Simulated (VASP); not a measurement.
# C (P6_3/mmc) in VASP: a series of runs

Runs on C. Level: r2SCAN. Tasks: relaxation of shape and atoms at fixed volume.

All numbers are computed with VASP 6.6.1; they aren't measurements. Logs are shortened: lines on timing, memory, paths and dates and some standing lists are left out, and cuts for length are marked.

### Step 1. The cell of the first run

The structure is hexagonal, space group P6_3/mmc (No. 194). The conventional cell has a = 2.470 Å, b = 2.470 Å, c = 7.083 Å, α = 90.00°, β = 90.00°, γ = 120.00°. Within 1.9 Å of C (site symmetry -6m2) lie 3 C at 1.43 Å. Within 1.9 Å of C (site symmetry -6m2) lie 3 C at 1.43 Å.

### Step 2. Relaxation of shape and atoms at fixed volume, r2SCAN

File POSCAR:

```
C
1.0
    2.4701026586      0.0000000000      0.0000000000
   -1.2350513293      2.1391716523      0.0000000000
    0.0000000000      0.0000000000      7.0826262972
C
4
Direct
    0.0000000000      0.0000000000      0.2500000000
    0.0000000000      0.0000000000      0.7500000000
    0.3333333333      0.6666666667      0.2500000000
    0.6666666667      0.3333333333      0.7500000000
```

File INCAR.step1:

```
SYSTEM = C
  ALGO = Normal
  EDIFF = 1E-4
  ENCUT = 600
  GGA = PE
  ISMEAR = 0
  LASPH = .True.
  LCHARG = .False.
  LREAL = .False.
  LWAVE = .True.
  NELM = 80
  PREC = Accurate
  SIGMA = 0.05
```

File INCAR.step2:

```
SYSTEM = C
  ALGO = Normal
  EDIFF = 1E-6
  EDIFFG = -0.01
  ENCUT = 600
  IBRION = 2
  ISIF = 4
  ISMEAR = 0
  ISTART = 1
  LASPH = .True.
  LCHARG = .False.
  LMIXTAU = .True.
  LREAL = .False.
  LWAVE = .False.
  METAGGA = R2SCAN
  NELM = 80
  NSW = 60
  PREC = Accurate
  SIGMA = 0.05
```

File KPOINTS:

```
k-points
0
Gamma
  10 10 4
  0 0 0
```

Potentials or basis: VASP PAW PBE potentials, release 64 (C).

Run with:

```bash
cat potpaw_PBE.64/C/POTCAR > POTCAR
cp INCAR.step1 INCAR
mpirun -np 1 vasp_std > vasp.out
cp INCAR.step2 INCAR
mpirun -np 1 vasp_std > vasp.out
```

OUTCAR:

```text
SYSTEM = C
   EDIFF = 1E-6
   EDIFFG = -0.01
   ENCUT = 600
   IBRION = 2
   ISIF = 4
   ISMEAR = 0
   ISTART = 1
   LASPH = .True.
   LREAL = .False.
   METAGGA = R2SCAN
   NELM = 80
   NSW = 60
   PREC = Accurate

 ion  position               nearest neighbor table
   1  0.000  0.000  0.250-   3 1.43   3 1.43   3 1.43
   2  0.000  0.000  0.750-   4 1.43   4 1.43   4 1.43
   3  0.333  0.667  0.250-   1 1.43   1 1.43   1 1.43
   4  0.667  0.333  0.750-   2 1.43   2 1.43   2 1.43

  LATTYP: Found a hexagonal cell.
 ALAT       =     2.4701026586
 C/A-ratio  =     2.8673408664

  Lattice vectors:

 A1 = (   2.4701026586,   0.0000000000,   0.0000000000)
 A2 = (  -1.2350513293,   2.1391716523,   0.0000000000)
 A3 = (   0.0000000000,   0.0000000000,   7.0826262972)

Analysis of symmetry for initial positions (statically):
=====================================================================
 Subroutine PRICEL returns:
 Original cell was already a primitive cell.

 Routine SETGRP: Setting up the symmetry group for a
 hexagonal supercell.

 Subroutine GETGRP returns: Found 24 space group operations
 (whereof 12 operations were pure point group operations)
 out of a pool of 24 trial point group operations.

The static configuration has the point symmetry D_3d.
 The point group associated with its full space group is D_6h.

Analysis of symmetry for dynamics (positions and initial velocities):
=====================================================================
 Subroutine PRICEL returns:
 Original cell was already a primitive cell.

 Routine SETGRP: Setting up the symmetry group for a
 hexagonal supercell.

 Subroutine GETGRP returns: Found 24 space group operations
 (whereof 12 operations were pure point group operations)
 out of a pool of 24 trial point group operations.

The dynamic configuration has the point symmetry D_3d.
 The point group associated with its full space group is D_6h.

 Subroutine INISYM returns: Found 24 space group operations
 (whereof 12 operations are pure point group operations),
 and found     1 'primitive' translations

----------------------------------------------------------------------------------------

                                     Primitive cell

  volume of cell :      37.4244

  direct lattice vectors                    reciprocal lattice vectors
     2.470102659  0.000000000  0.000000000     0.404841473  0.233735334  0.000000000
    -1.235051329  2.139171652  0.000000000     0.000000000  0.467470667  0.000000000
     0.000000000  0.000000000  7.082626297     0.000000000  0.000000000  0.141190564

  length of vectors
     2.470102659  2.470102659  7.082626297     0.467470667  0.467470667  0.141190564

  position of ions in fractional coordinates (direct lattice)
     0.000000000  0.000000000  0.250000000
     0.000000000  0.000000000  0.750000000
     0.333333333  0.666666667  0.250000000
     0.666666667  0.333333333  0.750000000

  ion indices of the primitive-cell ions
   primitive index   ion index
                 1           1
                 2           2
                 3           3
                 4           4

----------------------------------------------------------------------------------------

 KPOINTS: k-points

Automatic generation of k-mesh.
 Grid dimensions read from file:
 generate k-points for:   10   10    4

 Generating k-lattice:

  Cartesian coordinates                     Fractional coordinates (reciprocal lattice)
     0.040484147  0.023373533  0.000000000     0.100000000  0.000000000  0.000000000
     0.000000000  0.046747067  0.000000000     0.000000000  0.100000000  0.000000000
     0.000000000  0.000000000  0.035297641     0.000000000  0.000000000  0.250000000

  Length of vectors
     0.046747067  0.046747067  0.035297641

  Shift w.r.t. Gamma in fractional coordinates (k-lattice)
     0.000000000  0.000000000  0.000000000

 Subroutine IBZKPT returns following result:
 ===========================================

 Found     42 irreducible k-points:

 Following reciprocal coordinates:
[... 40 lines left out ...]
  Fermi-wavevector in a.u.,A,eV,Ry     =   1.233284  2.330569 20.694324  1.520990
  Thomas-Fermi vector in A             =   2.368021
   LORBIT       =      0    0 simple, 1 ext, 2 COOP (PROOUT), +10 PAW based schemes
   METAGGA = R2SCAN    functional components
   LHFCALC =     F    Hartree Fock is set to
   AEXX    =    0.0000 exact exchange contribution
   IVDW    =     0    specifies the selected vdW correction
   LEPSILON=     F    determine dielectric tensor
   LRPA    =     F    only Hartree local field effects (RPA)
 conjugate gradient relaxation of ions
 non-spin polarized calculation
 Gauss-broadening in eV      SIGMA  =   0.05
  energy-cutoff  :      600.00
  volume of cell :       37.42
 maximum number of plane-waves:      1281
 NGX is ok and might be reduce to    20
   NGX =  9   NGY =  9   NGZ = 29

--------------------------------------- Ionic step        1  -------------------------------------------

 number of electron      15.9999999 magnetization

 Free energy of the ion-electron system (eV)
  ---------------------------------------------------
  ext. energy  EPLUGINS =         0.00000000
  ---------------------------------------------------
  free energy    TOTEN  =       -39.76685637 eV

  energy without entropy =      -39.76685637  energy(sigma->0) =      -39.76685637

------------------------ aborting loop because EDIFF is reached ----------------------------------------

  FORCE on cell =-STRESS in cart. coord.  units (eV):
  Direction    XX          YY          ZZ          XY          YZ          ZX
  --------------------------------------------------------------------------------------
  -------------------------------------------------------------------------------------
  Total       -1.5150146     -1.5150146     -0.0823664      0.0000000      0.0000000      0.0000000
  in kB      -64.8593260    -64.8593260     -3.5261882      0.0000000      0.0000000      0.0000000
  external PRESSURE =     -44.4149467 kB  Pullay stress =       0.0000000 kB
[... 61 lines left out ...]
  energy  without entropy=      -39.7738700094  energy(sigma->0) =      -39.77387001

--------------------------------------- Ionic step        3  -------------------------------------------

 number of electron      16.0000000 magnetization

 Free energy of the ion-electron system (eV)
  ---------------------------------------------------
  ext. energy  EPLUGINS =         0.00000000
  ---------------------------------------------------
  free energy    TOTEN  =       -39.77403958 eV

  energy without entropy =      -39.77403958  energy(sigma->0) =      -39.77403958

 E-fermi :   3.7098     XC(G=0): -10.6800

 val. band max:        3.4099566840   @ k =   0.3000   0.3000   0.0000
 cond. band min:       4.9937414471   @ k =   0.3000   0.3000   0.0000
 fundamental gap:      1.5837847630
 Fermi energy:         3.7098377516

 k-point     1 :       0.0000    0.0000    0.0000
  band No.  band energies     occupation
      1     -16.7841      2.00000
      2     -16.6069      2.00000
      3      -4.6621      2.00000
      4      -3.2219      2.00000
      5       0.9103      2.00000
      6       0.9103      2.00000
      7       0.9198      2.00000
      8       0.9198      2.00000
      9       8.0442      0.00000
     10      12.8296      0.00000
     11      12.8297      0.00000
     12      12.8602      0.00000
[... 331 lines left out ...]
 k-point    24 :       0.4000    0.1000    0.2500
  band No.  band energies     occupation
      1     -11.7125      2.00000
      2     -11.6295      2.00000
      3      -9.0777      2.00000
      4      -9.0124      2.00000
      5      -3.4305      2.00000
      6      -3.4018      2.00000
      7       1.1583      2.00000
      8       1.7278      2.00000
      9       6.1306      0.00000
     10       6.5793      0.00000
     11      12.8965      0.00000
     12      13.0938      0.00000

 [... further k-points ...]

------------------------ aborting loop because EDIFF is reached ----------------------------------------

  FORCE on cell =-STRESS in cart. coord.  units (eV):
  Direction    XX          YY          ZZ          XY          YZ          ZX
  --------------------------------------------------------------------------------------
  -------------------------------------------------------------------------------------
  Total       -0.1286686     -0.1286686     -0.1317203      0.0000000      0.0000000      0.0000000
  in kB       -5.5084363     -5.5084363     -5.6390826      0.0000000      0.0000000      0.0000000
  external PRESSURE =      -5.5519850 kB  Pullay stress =       0.0000000 kB
[... 19 lines left out ...]
  FREE ENERGIE OF THE ION-ELECTRON SYSTEM (eV)
  ---------------------------------------------------
  free  energy   TOTEN  =       -39.7740395770 eV

  energy  without entropy=      -39.7740395770  energy(sigma->0) =      -39.77403958

 reached required accuracy - stopping structural energy minimisation
```

Run time: 2 min. Hardware: 1 thread of Intel Xeon Platinum 8559C (Emerald Rapids), shared host; peak memory 0.16 GiB.

What came out:

```
Free energy               : -39.7740 eV
Energy gained by relaxing : 1.8 meV/atom
Ionic steps               : 3
Pressure after relaxing   : -0.6 GPa
Band gap on the k mesh    : 1.58 eV, direct
```

The path:
| step | energy change (eV) | largest force (eV/Å) | pressure (GPa) | volume (Å³) |
| --- | --- | --- | --- | --- |
| 1 | 0.0000 | 0.0000 | -4.44 | 37.42 |
| 2 | -0.0070 | 0.0000 | 0.05 | 37.42 |
| 3 | -0.0072 | 0.0000 | -0.56 | 37.42 |

Final structure:
```
CELL_PARAMETERS angstrom
2.45784 0.00000 0.00000
-1.22892 2.12855 0.00000
0.00000 0.00000 7.15350
ATOMIC_POSITIONS crystal
C 0.00000 0.00000 0.25000
C 0.00000 0.00000 0.75000
C 0.33333 0.66667 0.25000
C 0.66667 0.33333 0.75000
```

Caveat: the PAW data sets were made with another functional, which shifts forces and pressure a little.

### Step 3. Relaxation of shape and atoms at fixed volume, r2SCAN

This run uses another cell than the first one, of 10.21 Å³/atom, 1.091 times its volume.

File POSCAR:

```
C
1.0
    2.4163946296      0.0000000000      0.0000000000
   -1.2081973148      2.0926591348      0.0000000000
    0.0000000000      0.0000000000      8.0748651145
C
4
Direct
    0.0000000000      0.0000000000      0.2500000000
    0.0000000000      0.0000000000      0.7500000000
    0.3333333333      0.6666666667      0.2500000000
    0.6666666667      0.3333333333      0.7500000000
```

File INCAR.step1:

```
SYSTEM = C
ALGO = Normal
EDIFF = 1E-4
ENCUT = 600
GGA = PE
ISMEAR = 0
LASPH = .TRUE.
LCHARG = .FALSE.
LREAL = .FALSE.
LWAVE = .TRUE.
NELM = 100
PREC = Accurate
SIGMA = 0.05
```

File INCAR.step2:

```
SYSTEM = C
ALGO = Normal
EDIFF = 1E-6
EDIFFG = -0.04
ENCUT = 600
IBRION = 2
ISIF = 4
ISMEAR = 0
ISTART = 1
LASPH = .TRUE.
LCHARG = .FALSE.
LMIXTAU = .TRUE.
LREAL = .FALSE.
LWAVE = .FALSE.
METAGGA = R2SCAN
NELM = 100
NSW = 60
PREC = Accurate
SIGMA = 0.05
```

File KPOINTS:

```
k-points
0
G
  10 10 4
  0 0 0
```

Potentials or basis: VASP PAW PBE potentials, release 64 (C).

Run with:

```bash
cat potpaw_PBE.64/C/POTCAR > POTCAR
cp INCAR.step1 INCAR
mpirun -np 1 vasp_std > vasp.out
cp INCAR.step2 INCAR
mpirun -np 1 vasp_std > vasp.out
```

Run time: 2.4 min. Hardware: 1 thread of Intel Xeon Platinum 8559C (Emerald Rapids), shared host; peak memory 0.17 GiB.

Results (log left out):

```
Free energy               : -39.7583 eV
Energy gained by relaxing : 22.9 meV/atom
Ionic steps               : 3
Pressure after relaxing   : -1.3 GPa
Band gap on the k mesh    : 1.83 eV, direct
```

Step by step:
| step | energy change (eV) | largest force (eV/Å) | pressure (GPa) | volume (Å³) |
| --- | --- | --- | --- | --- |
| 1 | 0.0000 | 0.0000 | 12.27 | 40.83 |
| 2 | -0.0886 | 0.0000 | -3.67 | 40.83 |
| 3 | -0.0917 | 0.0000 | -1.29 | 40.83 |

Final structure:
```xyz
4
Lattice="2.4600 0.0000 0.0000 -1.2300 2.1304 0.0000 0.0000 0.0000 7.7913" Properties=species:S:1:pos:R:3 pbc="T T T"
C     0.0000    0.0000    1.9478
C     0.0000    0.0000    5.8435
C     0.0000    1.4203    1.9478
C     1.2300    0.7101    5.8435
```

Levels at points of the mesh, in eV from the valence-band top:
```
           k point  band 6  band 7  band 8  band 9  band 10  band 11
(0.00, 0.00, 0.00)   -2.36   -2.36   -2.36    4.30     8.74     9.55
(0.50, 0.00, 0.00)   -5.95   -1.81   -1.52    2.51     2.89     8.53
(0.00, 0.00, 0.50)   -2.36   -2.36   -2.36    6.04     6.04     9.56
(0.50, 0.00, 0.50)   -5.96   -1.66   -1.66    2.65     2.65     8.59
```

Caveat: the PAW data sets were made with another functional, which shifts forces and pressure a little.

### Step 4. Relaxation of shape and atoms at fixed volume, r2SCAN

This run uses another cell than the first one, of 10.75 Å³/atom, 1.148 times its volume.

File POSCAR:

```
C
1.0
    2.4532921960      0.0000000000      0.0000000000
   -1.2266460980      2.1246133646      0.0000000000
    0.0000000000      0.0000000000      8.2461046148
C
4
Direct
    0.0000000000      0.0000000000      0.2500000000
    0.0000000000      0.0000000000      0.7500000000
    0.3333333333      0.6666666667      0.2500000000
    0.6666666667      0.3333333333      0.7500000000
```

File INCAR.step1:

```
ALGO = Normal
EDIFF = 1E-4
ENCUT = 600
GGA = PE
ISMEAR = 0
LASPH = T
LCHARG = F
LREAL = F
LWAVE = T
NELM = 100
PREC = Accurate
SIGMA = 0.05
```

File INCAR.step2:

```
ALGO = Normal
EDIFF = 1E-6
EDIFFG = -0.01
ENCUT = 600
IBRION = 2
ISIF = 4
ISMEAR = 0
ISTART = 1
LASPH = T
LCHARG = F
LMIXTAU = T
LREAL = F
LWAVE = F
METAGGA = R2SCAN
NELM = 100
NSW = 60
PREC = Accurate
SIGMA = 0.05
```

File KPOINTS:

```
k-points
0
Gamma
  10 10 4
```

Run with:

```bash
cat potpaw_PBE.64/C/POTCAR > POTCAR
cp INCAR.step1 INCAR
mpirun -np 1 vasp_std > vasp.out
cp INCAR.step2 INCAR
mpirun -np 1 vasp_std > vasp.out
```

It took 2.4 min on 1 thread of Intel Xeon Platinum 8559C (Emerald Rapids), shared host; peak memory 0.17 GiB.

It converged, with:

* Free energy: -39.7475 eV
* Energy gained by relaxing: 0.5 meV/atom
* Ionic steps: 3
* Pressure after relaxing: -1.2 GPa
* Band gap on the k mesh: 1.94 eV, direct

Step by step:
| step | energy change (eV) | largest force (eV/Å) | pressure (GPa) | volume (Å³) |
| --- | --- | --- | --- | --- |
| 1 | 0.0000 | 0.0000 | 0.63 | 42.98 |
| 2 | -0.0020 | 0.0000 | -1.50 | 42.98 |
| 3 | -0.0020 | 0.0000 | -1.25 | 42.98 |

Final structure:
```
CELL_PARAMETERS angstrom
2.45992 0.00000 0.00000
-1.22996 2.13035 0.00000
0.00000 0.00000 8.20173
ATOMIC_POSITIONS crystal
C 0.00000 0.00000 0.25000
C 0.00000 0.00000 0.75000
C 0.33333 0.66667 0.25000
C 0.66667 0.33333 0.75000
```

Levels at points of the mesh, in eV from the valence-band top:
```tsv
k point	band 5	band 6	band 7	band 8	band 9	band 10	band 11	band 12
(0.00, 0.00, 0.00)	-2.30	-2.30	-2.30	-2.30	4.16	8.00	9.62	9.62
(0.50, 0.00, 0.00)	-5.90	-5.89	-1.70	-1.49	2.61	2.89	8.61	8.69
(0.00, 0.00, 0.50)	-2.30	-2.30	-2.30	-2.30	5.65	5.65	9.62	9.62
(0.50, 0.00, 0.50)	-5.89	-5.89	-1.59	-1.59	2.72	2.72	8.65	8.65
```

Caveat: the PAW data sets were made with another functional, which shifts forces and pressure a little. A k mesh can miss the band edges.

### Step 5. Relaxation of shape and atoms at fixed volume, r2SCAN

This run uses another cell than the first one, of 10.81 Å³/atom, 1.155 times its volume.

File POSCAR:

```
C
1.0
    2.4663887419      0.0000000000      0.0000000000
   -1.2331943710      2.1359553061      0.0000000000
    0.0000000000      0.0000000000      8.2064695175
C
4
Direct
    0.0000000000      0.0000000000      0.2500000000
    0.0000000000      0.0000000000      0.7500000000
    0.3333333333      0.6666666667      0.2500000000
    0.6666666667      0.3333333333      0.7500000000
```

File INCAR.step1:

```
SYSTEM = C
  PREC = Accurate
  ENCUT = 600
  ISMEAR = 0
  SIGMA = 0.05
  LREAL = .FALSE.
  LASPH = .TRUE.
  NELM = 100
  GGA = PE
  ALGO = Normal
  EDIFF = 1E-4
  LWAVE = .TRUE.
  LCHARG = .FALSE.
```

File INCAR.step2:

```
SYSTEM = C
  PREC = Accurate
  ENCUT = 600
  EDIFF = 1E-6
  ISMEAR = 0
  SIGMA = 0.05
  LREAL = .FALSE.
  LASPH = .TRUE.
  NELM = 100
  ALGO = Normal
  ISIF = 4
  LWAVE = .FALSE.
  LCHARG = .FALSE.
  METAGGA = R2SCAN
  LMIXTAU = .TRUE.
  IBRION = 2
  NSW = 60
  EDIFFG = -0.02
  ISTART = 1
```

File KPOINTS:

```
Automatic mesh
0
G
  10 10 4
  0 0 0
```

Run with:

```bash
cat potpaw_PBE.64/C/POTCAR > POTCAR
cp INCAR.step1 INCAR
mpirun -np 1 vasp_std > vasp.out
cp INCAR.step2 INCAR
mpirun -np 1 vasp_std > vasp.out
```

It took 1.9 min on 1 thread of Intel Xeon Platinum 8559C (Emerald Rapids), shared host; peak memory 0.17 GiB.

It converged, with:

```
Free energy               : -39.7467 eV
Energy gained by relaxing : 0.5 meV/atom
Ionic steps               : 2
Pressure after relaxing   : -1.0 GPa
Band gap on the k mesh    : 1.95 eV, direct
```

Stress tensor (GPa, compression positive):
```
-0.92  0.00  0.00
 0.00 -0.92  0.00
 0.00  0.00 -1.22
```

Step by step:
```
step  energy change (eV)  largest force (eV/Å)  pressure (GPa)  volume (Å³)
   1              0.0000                0.0000           -3.05        43.23
   2             -0.0019                0.0000           -1.02        43.23
```

Final structure:
```xyz
4
Lattice="2.4591 0.0000 0.0000 -1.2296 2.1297 0.0000 0.0000 0.0000 8.2549" Properties=species:S:1:pos:R:3 pbc="T T T"
C     2.4591    0.0000    2.0637
C     2.4591    0.0000    6.1912
C     0.0000    1.4198    2.0637
C     1.2296    0.7099    6.1912
```

Levels at points of the mesh, in eV from the valence-band top:
| k point | band 4 | band 5 | band 6 | band 7 | band 8 | band 9 | band 10 | band 11 | band 12 |
| --- | --- | --- | --- | --- | --- | --- | --- | --- | --- |
| (0.00, 0.00, 0.00) | -6.86 | -2.29 | -2.29 | -2.29 | -2.29 | 4.15 | 7.92 | 9.63 | 9.63 |
| (0.50, 0.00, 0.00) | -13.13 | -5.89 | -5.89 | -1.68 | -1.49 | 2.62 | 2.90 | 8.63 | 8.71 |
| (0.00, 0.00, 0.50) | -7.18 | -2.29 | -2.29 | -2.29 | -2.29 | 5.60 | 5.60 | 9.63 | 9.63 |
| (0.50, 0.00, 0.50) | -13.13 | -5.89 | -5.89 | -1.58 | -1.58 | 2.73 | 2.73 | 8.67 | 8.67 |

Caveat: the PAW data sets were made with another functional, which shifts forces and pressure a little.

### Step 6. Overview

```tsv
cell	gap on the mesh (eV)	pressure (GPa)
relaxed from a = 2.470, b = 2.470, c = 7.083 Å, angles 90.0, 90.0, 120.0°, 4 atoms	1.58	-0.6
relaxed from a = 2.416, b = 2.416, c = 8.075 Å, angles 90.0, 90.0, 120.0°, 4 atoms	1.83	-1.3
relaxed from a = 2.453, b = 2.453, c = 8.246 Å, angles 90.0, 90.0, 120.0°, 4 atoms	1.94	-1.2
relaxed from a = 2.466, b = 2.466, c = 8.206 Å, angles 90.0, 90.0, 120.0°, 4 atoms	1.95	-1.0
```

Alike in all rows: task relaxation of shape and atoms at fixed volume; level r2SCAN; potentials or basis VASP PAW PBE potentials, release 64 (C); no spin polarisation; k mesh 10 × 10 × 4; cutoff (eV) 600; smearing gaussian 0.05 eV.

Caveats: the PAW data sets were made with another functional, which shifts forces and pressure a little.

Total energies depend on the potentials used, so only differences within one code and one set of settings carry meaning.
